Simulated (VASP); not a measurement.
# Os (I4/mmm) in VASP: a series of runs, part 2 of 2

VASP 6.6.1. Earlier steps stand in the parts before.

**5. Single point, PBE (equal xx and yy strain of -1 %)**

Contents of INCAR:

```
PREC = Accurate
ENCUT = 520
EDIFF = 1E-6
ISMEAR = -1
SIGMA = 0.05
LREAL = False
LASPH = True
NELM = 100
ALGO = Normal
ISIF = 2
LWAVE = False
LCHARG = False
GGA = PE
NBANDS = 10
```

Contents of KPOINTS:

```
regular mesh
0
Gamma
  14 14 14
```

Contents of POSCAR:

```
Os
1.0
    0.0000000000      1.9255500000      1.9450000000
    1.9255500000      0.0000000000      1.9450000000
    1.9255500000      1.9255500000      0.0000000000
Os
1
Direct
    0.0000000000      0.0000000000      0.0000000000
```

Potentials or basis: VASP PAW PBE potentials, release 64 (Os).

The run is started by

```sh
> cat potpaw_PBE.64/Os/POTCAR > POTCAR
> mpirun -np 1 vasp_std > vasp.out
```

OUTCAR:

```text
PREC = Accurate
   ENCUT = 520
   EDIFF = 1E-6
   ISMEAR = -1
   LREAL = False
   LASPH = True
   NELM = 100
   ISIF = 2
   GGA = PE

 ion  position               nearest neighbor table
   1  0.000  0.000  0.000-

  LATTYP: Found a body centered tetragonal cell.
 ALAT       =     2.7231389250
 C/A-ratio  =     1.4284985479

  Lattice vectors:

 A1 = (  -1.9255500000,   0.0000000000,   1.9450000000)
 A2 = (   1.9255500000,   0.0000000000,   1.9450000000)
 A3 = (   0.0000000000,   1.9255500000,  -1.9450000000)

Analysis of symmetry for initial positions (statically):
=====================================================================
 Subroutine PRICEL returns:
 Original cell was already a primitive cell.

 Routine SETGRP: Setting up the symmetry group for a
 body centered tetragonal supercell.

 Subroutine GETGRP returns: Found 16 space group operations
 (whereof 16 operations were pure point group operations)
 out of a pool of 16 trial point group operations.

The static configuration has the point symmetry D_4h.

Analysis of symmetry for dynamics (positions and initial velocities):
=====================================================================
 Subroutine PRICEL returns:
 Original cell was already a primitive cell.

 Routine SETGRP: Setting up the symmetry group for a
 body centered tetragonal supercell.

 Subroutine GETGRP returns: Found 16 space group operations
 (whereof 16 operations were pure point group operations)
 out of a pool of 16 trial point group operations.

The dynamic configuration has the point symmetry D_4h.

 Subroutine INISYM returns: Found 16 space group operations
 (whereof 16 operations are pure point group operations),
 and found     1 'primitive' translations

----------------------------------------------------------------------------------------

                                     Primitive cell

[... 111 lines left out ...]
  Thomas-Fermi vector in A             =   2.473032
   LORBIT       =      0    0 simple, 1 ext, 2 COOP (PROOUT), +10 PAW based schemes
   GGA     = PE    functional components
   LHFCALC =     F    Hartree Fock is set to
   AEXX    =    0.0000 exact exchange contribution
   IVDW    =     0    specifies the selected vdW correction
   LEPSILON=     F    determine dielectric tensor
   LRPA    =     F    only Hartree local field effects (RPA)
 non-spin polarized calculation
  energy-cutoff  :      520.00
  volume of cell :       14.42
 maximum number of plane-waves:       397
   NGX = 11   NGY = 11   NGZ = 11

 number of electron       8.0000000 magnetization

 Free energy of the ion-electron system (eV)
  ---------------------------------------------------
  ext. energy  EPLUGINS =         0.00000000
  ---------------------------------------------------
  free energy    TOTEN  =       -11.10648179 eV

  energy without entropy =      -11.09625308  energy(sigma->0) =      -11.10136743

 E-fermi :   8.8503     XC(G=0): -13.8809

 val. band max:        8.8488359745   @ k =  -0.3571   0.3571   0.0000
 cond. band min:       8.8573995814   @ k =   0.2857   0.0714   0.0000
 fundamental gap:      0.0085636068
 Fermi energy:         8.8502725211

 k-point     1 :       0.0000    0.0000    0.0000
  band No.  band energies     occupation
      1      -1.6578      2.00000
      2       5.9280      2.00000
      3       6.0693      2.00000
      4       6.0693      2.00000
      5       8.8380      1.12186
      6       9.0201      0.06479
      7      23.1684      0.00000
      8      28.5822      0.00000
      9      28.9139      0.00000
     10      28.9139      0.00000
[... 287 lines left out ...]
 k-point    24 :       0.2857    0.1429    0.0000
  band No.  band energies     occupation
      1       1.1143      2.00000
      2       4.4976      2.00000
      3       6.2982      2.00000
      4       7.2624      2.00000
      5       8.6116      1.98324
      6       9.9861      0.00000
      7      24.3012      0.00000
      8      27.2252      0.00000
      9      29.5552      0.00000
     10      30.1994      0.00000

 [... further k-points ...]

------------------------ aborting loop because EDIFF is reached ----------------------------------------

  FORCE on cell =-STRESS in cart. coord.  units (eV):
  Direction    XX          YY          ZZ          XY          YZ          ZX
  --------------------------------------------------------------------------------------
  -------------------------------------------------------------------------------------
  Total       -0.1243376     -0.1243376     -0.3701832      0.0000000      0.0000000      0.0000000
  in kB      -13.8119088    -13.8119088    -41.1214135      0.0000000      0.0000000      0.0000000
  external PRESSURE =     -22.9150771 kB  Pullay stress =       0.0000000 kB

 VOLUME and BASIS-vectors are now :
 -----------------------------------------------------------------------------
  energy-cutoff  :      520.00
  volume of cell :       14.42
      direct lattice vectors                 reciprocal lattice vectors
     0.000000000  1.925550000  1.945000000    -0.259666069  0.259666069  0.257069409
     1.925550000  0.000000000  1.945000000     0.259666069 -0.259666069  0.257069409
     1.925550000  1.925550000  0.000000000     0.259666069  0.259666069 -0.257069409

 POSITION                                       TOTAL-FORCE (eV/Angst)
 -----------------------------------------------------------------------------------
      0.00000      0.00000      0.00000         0.000000      0.000000      0.000000
 -----------------------------------------------------------------------------------
    total drift:                                0.000000      0.000000     -0.000000

  FREE ENERGIE OF THE ION-ELECTRON SYSTEM (eV)
  ---------------------------------------------------
  free  energy   TOTEN  =       -11.1064817862 eV

  energy  without entropy=      -11.0962530819  energy(sigma->0) =      -11.10136743
```

Run time: 41 s. Hardware: 1 thread of Intel Xeon 8259CL, shared host; peak memory 0.16 GiB.

Results:

| Quantity | Value |
| --- | --- |
| Free energy | -11.1065 eV |
| Pressure | -2.3 GPa |
| Band gap on the k mesh | zero (bands 4 and 5 overlap by 3.64 eV) |

Stress tensor (GPa, compression positive):
```
-1.38  0.00  0.00
 0.00 -1.38  0.00
 0.00  0.00 -4.11
```

Levels at points of the mesh, in eV from the Fermi level:
| k point | band 1 | band 2 | band 3 | band 4 | band 5 | band 6 | band 7 | band 8 | band 9 |
| --- | --- | --- | --- | --- | --- | --- | --- | --- | --- |
| (0.00, 0.00, 0.00) | -10.51 | -2.92 | -2.78 | -2.78 | -0.01 | 0.17 | 14.32 | 19.73 | 20.06 |
| (0.50, 0.00, 0.00) | -7.39 | -3.05 | -2.91 | -0.17 | 2.34 | 2.43 | 8.68 | 13.84 | 20.05 |
| (0.50, 0.50, 0.00) | -7.26 | -6.54 | 2.20 | 2.35 | 3.04 | 3.04 | 11.68 | 12.25 | 12.25 |
| (0.50, 0.00, 0.50) | -7.25 | -6.56 | 2.34 | 2.41 | 2.97 | 3.12 | 11.94 | 12.01 | 12.14 |

Caveat: the cell differs from its parent crystal (equal xx and yy strain of -1 %); spin-orbit coupling is left out, which moves the levels of the heavy elements.

**6. Single point, PBE (zz strain of -1 %)**

Contents of INCAR:

```
  ALGO = Normal
  EDIFF = 1E-7
  ENCUT = 520
  GGA = PE
  ISIF = 2
  ISMEAR = -1
  LASPH = True
  LCHARG = False
  LREAL = False
  LWAVE = False
  NBANDS = 10
  NELM = 100
  PREC = Accurate
  SIGMA = 0.05
```

Contents of KPOINTS:

```
k-points
0
Gamma
  14 14 14
```

Contents of POSCAR:

```
Os
1.0
    0.0000000000      1.9450000000      1.9255500000
    1.9450000000      0.0000000000      1.9255500000
    1.9450000000      1.9450000000      0.0000000000
Os
1
Direct
    0.0000000000      0.0000000000      0.0000000000
```

Potentials or basis: VASP PAW PBE potentials, release 64 (Os).

The run is started by

```sh
> cat potpaw_PBE.64/Os/POTCAR > POTCAR
> mpirun -np 1 vasp_std > vasp.out
```

It took 39 s on 1 thread of Intel Xeon 8259CL, shared host; peak memory 0.16 GiB.

It converged, with:

- Free energy: -11.1028 eV
- Pressure: -6.1 GPa
- Band gap on the k mesh: zero (bands 4 and 5 overlap by 3.72 eV)

Stress tensor (GPa, compression positive):
```
-6.98  0.00  0.00
 0.00 -6.98  0.00
 0.00  0.00 -4.29
```

Levels at points of the mesh, in eV from the Fermi level:
| k point | band 2 | band 3 | band 4 | band 5 | band 6 | band 7 |
| --- | --- | --- | --- | --- | --- | --- |
| (0.00, 0.00, 0.00) | -2.83 | -2.83 | -2.70 | -0.01 | 0.16 | 14.32 |
| (0.50, 0.00, 0.00) | -3.01 | -2.86 | -0.16 | 2.30 | 2.38 | 8.55 |
| (0.50, 0.50, 0.00) | -6.47 | 2.29 | 2.46 | 2.99 | 2.99 | 11.87 |
| (0.50, 0.00, 0.50) | -6.45 | 2.25 | 2.30 | 2.92 | 3.05 | 11.60 |

Caveat: the cell differs from its parent crystal (zz strain of -1 %); the cell stands under tension; spin-orbit coupling is left out, which moves the levels of the heavy elements.

**7. Overview**

```tsv
cell	gap on the mesh (eV)	pressure (GPa)
a = 2.710, b = 2.710, c = 2.668 Å, angles 60.5, 60.5, 59.0°, 1 atom	none	15.3
a = 2.710, b = 2.710, c = 2.751 Å, angles 59.5, 59.5, 61.0°, 1 atom	none	1.9
a = 2.723, b = 2.723, c = 2.751 Å, angles 59.7, 59.7, 60.7°, 1 atom	none	-2.2
a = 2.737, b = 2.737, c = 2.723 Å, angles 60.2, 60.2, 59.7°, 1 atom	none	-2.3
a = 2.737, b = 2.737, c = 2.751 Å, angles 59.8, 59.8, 60.3°, 1 atom	none	-6.1
```

Alike in all rows: task single point; level PBE; potentials or basis VASP PAW PBE potentials, release 64 (Os); no spin polarisation; k mesh 14 × 14 × 14; cutoff (eV) 520; smearing fermi-dirac 0.05 eV.

Caveats: spin-orbit coupling is left out, which moves the levels of the heavy elements; the cell stands under pressure (at least some runs); the cell stands under tension (at least some runs).

Total energies depend on the potentials used, so only differences within one code and one set of settings carry meaning.
